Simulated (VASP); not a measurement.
Here is a VASP 6.6.1 calculation.

The input INCAR:

```
ALGO = Normal ; EDIFF = 1E-7
ENCUT = 520 ; ISIF = 2
ISMEAR = -1 ; LASPH = True
LCHARG = False ; LREAL = False
LWAVE = False ; NBANDS = 12
NELM = 80 ; PREC = Accurate
SIGMA = 1.0
```

File KPOINTS:

```
k-points
0
Gamma
  12 12 14
```

POSCAR

```
In
1.0
   -1.6019898026      1.6281983263      2.4755659685
    1.6281983263     -1.6019898026      2.4755659685
    1.5260503434      1.5260503434     -2.4583443292
In
1
Direct
    0.0000000000      0.0000000000      0.0000000000
```

Potentials or basis: VASP PAW LDA potentials, release 64 (In_d).

Launch:

```console
$ cat potpaw_LDA.64/In_d/POTCAR > POTCAR
$ mpirun -np 1 vasp_std > vasp.out
```

Task: What does it give for the pressure?

Result: 3.4 GPa.

Stress tensor (GPa, compression positive):
```
 3.54 -0.04 -0.10
-0.04  3.54 -0.10
-0.10 -0.10  3.25
```
